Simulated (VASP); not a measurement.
# GaGe3 (Pm-3m) in VASP: single point with PBE

Aim: the single point of GaGe3 with PBE.

Program: VASP 6.6.1. These are calculated values, not measurements. Logs are shortened: lines on timing, memory, paths and dates and some standing lists are left out, and cuts for length are marked.

## Step 1: The cell of the first run

The structure is cubic, space group Pm-3m (No. 221). The conventional cell has a = 4.266 Å, b = 4.266 Å, c = 4.266 Å, α = 90.00°, β = 90.00°, γ = 90.00°. Within 4.0 Å of Ga (site symmetry m-3m) lie 12 Ge at 3.02 Å. Ge (site symmetry 4/mmm) has 4 Ga at 3.02 Å and 8 Ge at 3.02 Å within 4.0 Å.

## Step 2: Single point, PBE

The input, INCAR:

```
SYSTEM = GaGe3
  PREC = Accurate
  ENCUT = 520
  EDIFF = 1E-6
  ISMEAR = -1
  SIGMA = 0.1
  LREAL = .False.
  LASPH = .True.
  NELM = 100
  ALGO = Normal
  ISIF = 2
  LWAVE = .False.
  LCHARG = .False.
  GGA = PE
  NBANDS = 36
```

The input, KPOINTS:

```
regular mesh
0
Gamma
  10 10 10
  0 0 0
```

The input, POSCAR:

```
GaGe3
1.0
    4.2660056533      0.0000000000      0.0000000000
    0.0000000000      4.2660056533      0.0000000000
    0.0000000000      0.0000000000      4.2660056533
Ga Ge
1 3
Direct
    0.0000000000      0.0000000000      0.0000000000
    0.0000000000      0.5000000000      0.5000000000
    0.5000000000      0.0000000000      0.5000000000
    0.5000000000      0.5000000000      0.0000000000
```

Potentials or basis: VASP PAW PBE potentials, release 64 (Ga_d, Ge_d).

Launch:

```console
$ cat potpaw_PBE.64/Ga_d/POTCAR potpaw_PBE.64/Ge_d/POTCAR > POTCAR
$ mpirun -np 1 vasp_std > vasp.out
```

OUTCAR:

```text
SYSTEM = GaGe3
   PREC = Accurate
   ENCUT = 520
   EDIFF = 1E-6
   ISMEAR = -1
   LREAL = .False.
   LASPH = .True.
   NELM = 100
   ISIF = 2
   GGA = PE

 ion  position               nearest neighbor table
   1  0.000  0.000  0.000-
   2  0.000  0.500  0.500-
   3  0.500  0.000  0.500-
   4  0.500  0.500  0.000-

  LATTYP: Found a simple cubic cell.
 ALAT       =     4.2660056533

  Lattice vectors:

 A1 = (   4.2660056533,   0.0000000000,   0.0000000000)
 A2 = (   0.0000000000,   4.2660056533,   0.0000000000)
 A3 = (   0.0000000000,   0.0000000000,   4.2660056533)

Analysis of symmetry for initial positions (statically):
=====================================================================
 Subroutine PRICEL returns:
 Original cell was already a primitive cell.

 Routine SETGRP: Setting up the symmetry group for a
 simple cubic supercell.

 Subroutine GETGRP returns: Found 48 space group operations
 (whereof 48 operations were pure point group operations)
 out of a pool of 48 trial point group operations.

The static configuration has the point symmetry O_h .

Analysis of symmetry for dynamics (positions and initial velocities):
=====================================================================
 Subroutine PRICEL returns:
 Original cell was already a primitive cell.

 Routine SETGRP: Setting up the symmetry group for a
 simple cubic supercell.

 Subroutine GETGRP returns: Found 48 space group operations
 (whereof 48 operations were pure point group operations)
 out of a pool of 48 trial point group operations.

The dynamic configuration has the point symmetry O_h .

 Subroutine INISYM returns: Found 48 space group operations
 (whereof 48 operations are pure point group operations),
 and found     1 'primitive' translations

----------------------------------------------------------------------------------------

                                     Primitive cell

  volume of cell :      77.6362

  direct lattice vectors                    reciprocal lattice vectors
     4.266005653  0.000000000  0.000000000     0.234411316  0.000000000  0.000000000
     0.000000000  4.266005653  0.000000000     0.000000000  0.234411316  0.000000000
     0.000000000  0.000000000  4.266005653     0.000000000  0.000000000  0.234411316

  length of vectors
     4.266005653  4.266005653  4.266005653     0.234411316  0.234411316  0.234411316

  position of ions in fractional coordinates (direct lattice)
     0.000000000  0.000000000  0.000000000
     0.000000000  0.500000000  0.500000000
     0.500000000  0.000000000  0.500000000
     0.500000000  0.500000000  0.000000000

  ion indices of the primitive-cell ions
   primitive index   ion index
                 1           1
                 2           2
                 3           3
                 4           4

----------------------------------------------------------------------------------------

 KPOINTS: regular mesh

Automatic generation of k-mesh.
 Grid dimensions read from file:
 generate k-points for:   10   10   10

 Generating k-lattice:

  Cartesian coordinates                     Fractional coordinates (reciprocal lattice)
     0.023441132  0.000000000  0.000000000     0.100000000  0.000000000  0.000000000
     0.000000000  0.023441132  0.000000000     0.000000000  0.100000000  0.000000000
     0.000000000  0.000000000  0.023441132     0.000000000  0.000000000  0.100000000

  Length of vectors
     0.023441132  0.023441132  0.023441132

  Shift w.r.t. Gamma in fractional coordinates (k-lattice)
     0.000000000  0.000000000  0.000000000

 Subroutine IBZKPT returns following result:
 ===========================================

 Found     56 irreducible k-points:

 Following reciprocal coordinates:
            Coordinates               Weight
  0.000000  0.000000  0.000000      1.000000
  0.100000  0.000000  0.000000      6.000000
  0.200000  0.000000  0.000000      6.000000
  0.300000  0.000000  0.000000      6.000000
  0.400000  0.000000  0.000000      6.000000
  0.500000  0.000000  0.000000      3.000000
[... 16 lines left out ...]
  0.200000  0.100000  0.100000     24.000000
  0.300000  0.100000  0.100000     24.000000
 [... further k-points ...]
   k-points           NKPTS =     56   k-points in BZ     NKDIM =     56   number of bands    NBANDS=     36
   number of dos      NEDOS =    301   number of ions     NIONS =      4
   total plane-waves  NPLWV =  32768
   dimension x,y,z NGX =    32 NGY =   32 NGZ =   32
   dimension x,y,z NGXF=    64 NGYF=   64 NGZF=   64
   ions per type =               1   3
   NGX,Y,Z   is equivalent  to a cutoff of  12.47, 12.47, 12.47 a.u.
   NGXF,Y,Z  is equivalent  to a cutoff of  24.94, 24.94, 24.94 a.u.
 SYSTEM =  GaGe3
   PREC   = accura    normal or accurate (medium, high low for compatibility)
   ISTART =      0    job   : 0-new  1-cont  2-samecut
   ICHARG =      2    charge: 1-file 2-atom 10-const
   ISPIN  =      1    spin polarized calculation?
   LNONCOLLINEAR =      F non collinear calculations
   LSORBIT =      F    spin-orbit coupling
   LASPH  =      T    aspherical Exc in radial PAW
   ENCUT  =  520.0 eV  38.22 Ry    6.18 a.u.   7.93  7.93  7.93*2*pi/ulx,y,z
   NELM   =    100;   NELMIN=  2; NELMDL= -5     # of ELM steps
   EDIFF  = 0.1E-05   stopping-criterion for ELM
   LREAL  =      F    real-space projection
   EDIFFG = 0.1E-04   stopping-criterion for IOM
   NSW    =      0    number of steps for IOM
   IBRION =     -1    ionic relax: 0-MD 1-quasi-New 2-CG
   NFREE  =      0    steps in history (QN), initial steepest desc. (CG)
   ISIF   =      2    stress and relaxation
   ISYM   =      2    0-nonsym 1-usesym 2-fastsym
   POTIM  = 0.5000    time-step for ionic-motion
   TEBEG  =    0.0;   TEEND  =   0.0 temperature during run
   PSTRESS=    0.0 pullay stress
   NELECT =      55.0000    total number of electrons
   NUPDOWN=      -1.0000    fix difference up-down
   EMIN   =  10.00;   EMAX   =-10.00  energy-range for DOS
   EFERMI =   0.00;   METHOD = LEGACY
   ISMEAR =    -1;   SIGMA  =   0.10  broadening in eV -4-tet -1-fermi 0-gaus
   EFERMI_NEDOS =   21; number of points for ismear=-14 and -15
   IALGO  =     38    algorithm
   IMIX   =      4    mixing-type and parameters
     AMIX     =   0.40;   BMIX     =  1.00
     AMIX_MAG =   1.60;   BMIX_MAG =  1.00
  volume/ion in A,a.u.               =      19.41       130.98
  Fermi-wavevector in a.u.,A,eV,Ry     =   1.459400  2.757866 28.978341  2.129848
  Thomas-Fermi vector in A             =   2.575971
   LORBIT       =      0    0 simple, 1 ext, 2 COOP (PROOUT), +10 PAW based schemes
   GGA     = PE    functional components
   LHFCALC =     F    Hartree Fock is set to
   AEXX    =    0.0000 exact exchange contribution
   IVDW    =     0    specifies the selected vdW correction
   LEPSILON=     F    determine dielectric tensor
   LRPA    =     F    only Hartree local field effects (RPA)
 non-spin polarized calculation
  energy-cutoff  :      520.00
  volume of cell :       77.64
 maximum number of plane-waves:      2176
 NGX is ok and might be reduce to    32
   NGX = 15   NGY = 15   NGZ = 15

 number of electron      54.9999939 magnetization

 Free energy of the ion-electron system (eV)
  ---------------------------------------------------
  ext. energy  EPLUGINS =         0.00000000
  ---------------------------------------------------
  free energy    TOTEN  =       -15.50201973 eV

  energy without entropy =      -15.45067274  energy(sigma->0) =      -15.47634623

 E-fermi :   6.2501     XC(G=0): -11.0875

 val. band max:        6.1761703834   @ k =   0.5000   0.0000   0.0000
 cond. band min:       6.2575699132   @ k =   0.5000   0.4000   0.1000
 fundamental gap:      0.0813995299
 Fermi energy:         6.2500870077

 k-point     1 :       0.0000    0.0000    0.0000
  band No.  band energies     occupation
      1     -18.5665      2.00000
      2     -18.5665      2.00000
      3     -18.5665      2.00000
      4     -18.5544      2.00000
      5     -18.5260      2.00000
      6     -18.5260      2.00000
[... 28 lines left out ...]
     35      12.8957      0.00000
     36      13.2542      0.00000

 k-point     2 :       0.1000    0.0000    0.0000
  band No.  band energies     occupation
      1     -18.5661      2.00000
      2     -18.5636      2.00000
      3     -18.5636      2.00000
      4     -18.5524      2.00000
      5     -18.5257      2.00000
      6     -18.5243      2.00000
[... 28 lines left out ...]
     35      13.3272      0.00000
     36      13.4912      0.00000

 k-point     3 :       0.2000    0.0000    0.0000
  band No.  band energies     occupation
      1     -18.5648      2.00000
      2     -18.5550      2.00000
      3     -18.5550      2.00000
      4     -18.5469      2.00000
      5     -18.5250      2.00000
      6     -18.5194      2.00000
[... 28 lines left out ...]
     35      13.5483      0.00000
     36      14.4421      0.00000

 k-point     4 :       0.3000    0.0000    0.0000
  band No.  band energies     occupation
      1     -18.5631      2.00000
      2     -18.5417      2.00000
      3     -18.5417      2.00000
      4     -18.5391      2.00000
      5     -18.5239      2.00000
      6     -18.5122      2.00000
[... 28 lines left out ...]
     35      13.4426      0.00000
     36      13.4943      0.00000

 k-point     5 :       0.4000    0.0000    0.0000
  band No.  band energies     occupation
      1     -18.5617      2.00000
      2     -18.5314      2.00000
      3     -18.5255      2.00000
      4     -18.5255      2.00000
      5     -18.5222      2.00000
      6     -18.5046      2.00000
[... 655 lines left out ...]
 k-point    22 :       0.1000    0.1000    0.1000
  band No.  band energies     occupation
      1     -18.5623      2.00000
      2     -18.5598      2.00000
      3     -18.5598      2.00000
      4     -18.5483      2.00000
      5     -18.5229      2.00000
      6     -18.5229      2.00000
[... 28 lines left out ...]
     35      13.2911      0.00000
     36      13.4871      0.00000

 k-point    23 :       0.2000    0.1000    0.1000
  band No.  band energies     occupation
      1     -18.5602      2.00000
      2     -18.5536      2.00000
      3     -18.5525      2.00000
      4     -18.5423      2.00000
      5     -18.5221      2.00000
      6     -18.5176      2.00000
[... 28 lines left out ...]
     35      13.6161      0.00000
     36      14.0649      0.00000

 k-point    24 :       0.3000    0.1000    0.1000
  band No.  band energies     occupation
      1     -18.5582      2.00000
      2     -18.5437      2.00000
      3     -18.5411      2.00000
      4     -18.5330      2.00000
      5     -18.5210      2.00000
      6     -18.5100      2.00000
[... 28 lines left out ...]
     35      13.5686      0.00000
     36      14.0384      0.00000

 [... further k-points ...]

------------------------ aborting loop because EDIFF is reached ----------------------------------------

  FORCE on cell =-STRESS in cart. coord.  units (eV):
  Direction    XX          YY          ZZ          XY          YZ          ZX
  --------------------------------------------------------------------------------------
  -------------------------------------------------------------------------------------
  Total        0.0167190      0.0167190      0.0167190      0.0000000      0.0000000      0.0000000
  in kB        0.3450294      0.3450294      0.3450294      0.0000000      0.0000000      0.0000000
  external PRESSURE =       0.3450294 kB  Pullay stress =       0.0000000 kB

 VOLUME and BASIS-vectors are now :
 -----------------------------------------------------------------------------
  energy-cutoff  :      520.00
  volume of cell :       77.64
      direct lattice vectors                 reciprocal lattice vectors
     4.266005653  0.000000000  0.000000000     0.234411316  0.000000000  0.000000000
     0.000000000  4.266005653  0.000000000     0.000000000  0.234411316  0.000000000
     0.000000000  0.000000000  4.266005653     0.000000000  0.000000000  0.234411316

 POSITION                                       TOTAL-FORCE (eV/Angst)
 -----------------------------------------------------------------------------------
      0.00000      0.00000      0.00000         0.000000      0.000000      0.000000
      0.00000      2.13300      2.13300         0.000000      0.000000      0.000000
      2.13300      0.00000      2.13300         0.000000      0.000000      0.000000
      2.13300      2.13300      0.00000         0.000000      0.000000      0.000000
 -----------------------------------------------------------------------------------
    total drift:                                0.000000     -0.000000     -0.000000

  FREE ENERGIE OF THE ION-ELECTRON SYSTEM (eV)
  ---------------------------------------------------
  free  energy   TOTEN  =       -15.5020197266 eV

  energy  without entropy=      -15.4506727430  energy(sigma->0) =      -15.47634623
```

It took 35 s on 1 thread of Intel Xeon 6975P-C (Granite Rapids), shared host; peak memory 0.26 GiB.

Results:

```
Free energy            : -15.5020 eV
Pressure               : 0.0 GPa
Band gap on the k mesh : zero (an odd number of electrons rules out a gap without spin polarisation)
```
